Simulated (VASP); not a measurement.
Set up this calculation in VASP 6.6.1, as the native input.

```yaml
Task: relaxation of cell and atoms
Functional: PBEsol
Potentials_or_basis: VASP PAW PBE potentials, release 64 (Hg_sv_GW)
Cutoff: 500 eV
k_mesh: 16 × 16 × 16
Occupations: gaussian, width 0.1 eV
Spin: no spin polarisation
Dipole_correction: no
Further_INCAR_settings: ALGO = Normal; EDIFF = 1e-07; IBRION = 2; EDIFFG = -0.005; NSW = 100; ISIF = 3
```

The structure of Hg lies in POSCAR:

```
Hg
1.0
   -2.9297541400      2.9297541400      1.5725525500
    2.9297541400     -2.9297541400      1.5725525500
    2.9297541400      2.9297541400     -1.5725525500
Hg
2
Direct
    0.7500000000      0.2500000000      0.5000000000
    0.0000000000      0.0000000000      0.0000000000
```

One way to write it, as run:

INCAR

```
  ALGO = Normal
  EDIFF = 1E-7
  EDIFFG = -0.005
  ENCUT = 500
  GGA = PS
  GGA_COMPAT = F
  IBRION = 2
  ISIF = 3
  ISMEAR = 0
  LASPH = T
  LCHARG = F
  LREAL = F
  LWAVE = F
  NELM = 120
  NELMIN = 4
  NSW = 100
  PREC = Accurate
  SIGMA = 0.1
```

KPOINTS

```
k-points
0
Gamma
  16 16 16
```

Potentials or basis: VASP PAW PBE potentials, release 64 (Hg_sv_GW).

Run with:

```sh
$ cat potpaw_PBE.64/Hg_sv_GW/POTCAR > POTCAR
$ mpirun -np 1 vasp_std > vasp.out
```

It gave:

* Relaxed volume: 24.60 Å³/atom
* Relaxed cell: a = 4.312 Å, b = 4.312 Å, c = 4.312 Å, α = 97.02°, β = 97.02°, γ = 139.07°
* Space group after relaxing (to 0.1 Å): I4_1/amd (No. 141)
* Energy gained by relaxing: 29.7 meV/atom
* Ionic steps: 6
* Pressure after relaxing: 0.0 GPa
* Band gap on the k mesh: zero (bands 20 and 21 overlap by 5.01 eV)

Caveat: the PAW data sets were made with another functional, which shifts forces and pressure a little; spin-orbit coupling is left out, which moves the levels of the heavy elements.

It took 19 min on 1 thread of Intel(R) Xeon(R) Platinum 8488C (Sapphire Rapids), on a shared host, peak memory 0.52 GiB.
